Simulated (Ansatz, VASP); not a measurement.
**One calculation of B2P3, two programs**

```
CELL_PARAMETERS angstrom
5.10489 0.00000 0.00000
-2.55244 4.42096 0.00000
0.00000 0.00000 3.07172
ATOMIC_POSITIONS crystal
B 0.00000 0.00000 0.50000
B 0.00000 0.00000 0.00000
P 0.50000 0.00000 0.50000
P 0.00000 0.50000 0.50000
P 0.50000 0.50000 0.50000
```

Alike in both runs: functional PBE; k mesh 6 × 6 × 4; occupations gaussian, width 0.1 eV; no spin polarisation.

Ansatz relaxed the structure, and its values are those at the end. VASP's run is a single point on that final structure, the one shown.

|  | VASP | Ansatz |
| --- | --- | --- |
| version | VASP 6.6.1 | Ansatz 0.2.0 |
| potentials or method | VASP PAW PBE potentials, release 64 (B, P), cutoff 520 eV | scalar-relativistic, plane waves, PAW |
| valence electrons in the cell | 21 | 21 |

VASP gave:

- gap on the k mesh at the Fermi level (eV): none
- pressure (GPa): 0.0

Q: Estimate Ansatz's values.

A: gap on the k mesh at the Fermi level (eV): none; pressure (GPa): 0.1.

A gap of «none» marks a metal or a gap that the smearing closes. With one functional, cell and mesh, what is left measures potentials, basis and numerics.

The k mesh is coarse, so the values compare programs but aren't converged.
